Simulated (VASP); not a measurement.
# BN (Fmm2) in VASP: elastic constants with LDA

Aim: the elastic constants of BN with LDA.

Program: VASP 6.6.1. These are calculated values, not measurements. Logs are shortened: lines on timing, memory, paths and dates and some standing lists are left out, and cuts for length are marked.

## (1) The cell of the first run

Symmetry: Fmm2, No. 42, orthorhombic system. Conventional cell: a = 2.503 Å, b = 6.991 Å, c = 4.332 Å, α = 90.00°, β = 90.00°, γ = 90.00°. B (site symmetry mm2) has 3 N at 1.44 Å within 1.9 Å. N (site symmetry mm2) has 3 B at 1.44 Å within 1.9 Å.

## (2) Elastic constants, LDA

Contents of INCAR:

```
PREC = Accurate
ENCUT = 600
EDIFF = 1E-8
ISMEAR = 0
SIGMA = 0.01
LREAL = False
LASPH = True
NELM = 120
ALGO = Normal
ISIF = 3
LWAVE = False
LCHARG = False
GGA = CA
IBRION = 6
NFREE = 2
POTIM = 0.015
NSW = 1
GGA_COMPAT = False
```

Contents of KPOINTS:

```
Automatic mesh
0
Gamma
  12 12 12
```

Contents of POSCAR:

```
BN
1.0
    0.0000000000      3.4953160000      2.1660910000
    1.2516320000      0.0000000000      2.1660910000
    1.2516320000      3.4953160000      0.0000000000
B N
1 1
Direct
    0.0000490000      0.0000490000      0.9999510000
    0.6666666667      0.6666666667      0.3333333333
```

Potentials or basis: VASP PAW LDA potentials, release 64 (B, N).

The run is started by

```console
> cat potpaw_LDA.64/B/POTCAR potpaw_LDA.64/N/POTCAR > POTCAR
> mpirun -np 1 vasp_std > vasp.out
```

OUTCAR:

```text
PREC = Accurate
   ENCUT = 600
   EDIFF = 1E-8
   ISMEAR = 0
   LREAL = False
   LASPH = True
   NELM = 120
   ISIF = 3
   GGA = CA
   IBRION = 6
   NFREE = 2
   POTIM = 0.015
   NSW = 1

 ion  position               nearest neighbor table
   1  0.000  0.000  1.000-   2 1.44   2 1.44   2 1.44
   2  0.667  0.667  0.333-   1 1.44   1 1.44   1 1.44

  LATTYP: Found a face centered orthorhombic cell.
 ALAT       =     2.5032640000
 B/A-ratio  =     1.7306133113
 C/A-ratio  =     2.7926067726

  Lattice vectors:

 A1 = (   0.0000000000,   3.4953160000,   2.1660910000)
 A2 = (  -1.2516320000,   3.4953160000,   0.0000000000)
 A3 = (  -1.2516320000,   0.0000000000,   2.1660910000)

Analysis of symmetry for initial positions (statically):
=====================================================================
 Subroutine PRICEL returns:
 Original cell was already a primitive cell.

 Routine SETGRP: Setting up the symmetry group for a
 face centered orthorhombic supercell.

 Subroutine GETGRP returns: Found  4 space group operations
 (whereof  4 operations were pure point group operations)
 out of a pool of  8 trial point group operations.

The static configuration has the point symmetry C_2v.

Analysis of symmetry for dynamics (positions and initial velocities):
=====================================================================
 Subroutine PRICEL returns:
 Original cell was already a primitive cell.

 Routine SETGRP: Setting up the symmetry group for a
 face centered orthorhombic supercell.

 Subroutine GETGRP returns: Found  4 space group operations
 (whereof  4 operations were pure point group operations)
 out of a pool of  8 trial point group operations.

The dynamic configuration has the point symmetry C_2v.

 Subroutine INISYM returns: Found  4 space group operations
 (whereof  4 operations are pure point group operations),
 and found     1 'primitive' translations

[... 349 lines left out ...]
      5       6.3554      0.00000
      6      12.9943      0.00000
      7      13.5336      0.00000
      8      14.6424      0.00000
[... 243 lines left out ...]
 k-point    24 :      -0.4167    0.1667    0.0000
  band No.  band energies     occupation
      1     -12.3519      2.00000
      2      -6.8216      2.00000
      3      -3.6894      2.00000
      4       1.2093      2.00000
      5       6.3655      0.00000
      6      13.2104      0.00000
      7      14.9666      0.00000
      8      16.5942      0.00000

 [... further k-points ...]
[... 5 lines left out ...]
  --------------------------------------------------------------------------------------
  -------------------------------------------------------------------------------------
  Total       -0.4303522     -0.1601873     -0.7857459      0.0000000      0.0000000      0.0000000
  in kB      -36.3801778    -13.5415671    -66.4236740      0.0000000      0.0000000      0.0000000
  external PRESSURE =     -38.7818063 kB  Pullay stress =       0.0000000 kB
[... 17 lines left out ...]
  FREE ENERGIE OF THE ION-ELECTRON SYSTEM (eV)
  ---------------------------------------------------
  free  energy   TOTEN  =       -19.2772926758 eV

  energy  without entropy=      -19.2772926758  energy(sigma->0) =      -19.27729268

 INTERNAL STRAIN TENSORS FROM STRAINED CELLS
 ============================================

 INTERNAL STRAIN TENSOR FOR ION    1 for displacements in x,y,z  (eV/Angst):
          X           Y           Z          XY          YZ          ZX
  --------------------------------------------------------------------------------
  x     0.00000     0.00000     0.00000     0.00000     0.00000    12.32714
  y     0.00000     0.00000     0.00000     0.00000    -0.15819     0.00000
  z    12.34798    -0.10423   -12.44865    -0.00009     0.00089    -0.00044

 INTERNAL STRAIN TENSORS FROM DISPLACED ATOMS
 ============================================

 INTERNAL STRAIN TENSOR FOR ION    1 for displacements in x,y,z  (eV/Angst):
          X           Y           Z          XY          YZ          ZX
  --------------------------------------------------------------------------------
  x     0.00000     0.00000     0.00000     0.00000     0.00000    12.33542
  y     0.00000     0.00000     0.00000     0.00000    -0.14583     0.00000
  z    12.30670    -0.10748   -12.38187     0.00000     0.00000     0.00000

 INTERNAL STRAIN TENSOR FOR ION    2 for displacements in x,y,z  (eV/Angst):
          X           Y           Z          XY          YZ          ZX
  --------------------------------------------------------------------------------
  x     0.00000     0.00000     0.00000     0.00000     0.00000   -12.33368
  y     0.00000     0.00000     0.00000     0.00000     0.14547     0.00000
  z   -12.30377     0.10015    12.37055     0.00000     0.00000     0.00000

 Eigenvectors and eigenvalues of the dynamical matrix
 ----------------------------------------------------

   1 f  =   40.624416 THz   255.250735 2PiTHz 1355.084665 cm-1   168.009010 meV
             X         Y         Z           dx          dy          dz
      1.251632  3.495316  0.000212     0.000000   -0.000000    0.751193
      1.251632  3.495316  2.888121     0.000000    0.000000   -0.660083
[... 21 lines left out ...]
   6 f/i=    0.000473 THz     0.002970 2PiTHz    0.015766 cm-1     0.001955 meV
             X         Y         Z           dx          dy          dz
      1.251632  3.495316  0.000212     0.000000   -0.660073    0.000000
      1.251632  3.495316  2.888121     0.000000   -0.751201    0.000000

--------------------------------------------------------------------------------------------------------

 ELASTIC MODULI CONTR FROM IONIC RELAXATION (kBar)
 Direction    XX          YY          ZZ          XY          YZ          ZX
 --------------------------------------------------------------------------------
 XX        -310.7316      2.6215    312.5238      0.0000      0.0000      0.0000
 YY           2.6215     -0.0221     -2.6366      0.0000      0.0000      0.0000
 ZZ         312.5238     -2.6366   -314.3264      0.0000      0.0000      0.0000
 XY           0.0000      0.0000      0.0000      0.0000      0.0000      0.0000
 YZ           0.0000      0.0000      0.0000      0.0000     -0.1325      0.0000
 ZX           0.0000      0.0000      0.0000      0.0000      0.0000   -312.6364
 --------------------------------------------------------------------------------

 TOTAL ELASTIC MODULI (kBar)
 Direction    XX          YY          ZZ          XY          YZ          ZX
 --------------------------------------------------------------------------------
 XX        8310.7851     23.1634   1898.9270      0.0000      0.0000      0.0000
 YY          23.1634     89.2945    -32.0823      0.0000      0.0000      0.0000
 ZZ        1898.9270    -32.0823   8352.1729      0.0000      0.0000      0.0000
 XY           0.0000      0.0000      0.0000     95.6543      0.0000      0.0000
 YZ           0.0000      0.0000      0.0000      0.0000    -22.0373      0.0000
 ZX           0.0000      0.0000      0.0000      0.0000      0.0000   3211.9843
 --------------------------------------------------------------------------------
```

Wall time 13 min (1 thread of Intel Xeon Platinum 8375C at 2.90GHz (Ice Lake), shared host); peak memory 0.32 GiB.

Results:

```yaml
Voigt_bulk_modulus: 228 GPa
Highest_phonon_frequency_at_Γ_LO-TO_splitting_left_out: 1355 cm⁻¹
```

Phonon frequencies in cm⁻¹ (negative: imaginary):
```csv
q point,frequencies
"(0.000, 0.000, 0.000)",0 0 0 777 1354 1355
```

Elastic tensor in Voigt notation (GPa, in the Cartesian axes of the cell as first typed):
```
831   2 190   0   0   0
  2   9  -3   0   0   0
190  -3 835   0   0   0
  0   0   0  -2   0   0
  0   0   0   0 321   0
  0   0   0   0   0  10
```

Clamped-ion elastic tensor (GPa):
```
862   2 159   0   0   0
  2   9  -3   0   0   0
159  -3 867   0   0   0
  0   0   0  -2   0   0
  0   0   0   0 352   0
  0   0   0   0   0  10
```

Caveat: the cell is under stress, which shifts elastic constants; the elastic tensor has a negative eigenvalue, so either the cell is unstable as it stands or the mesh is too thin.
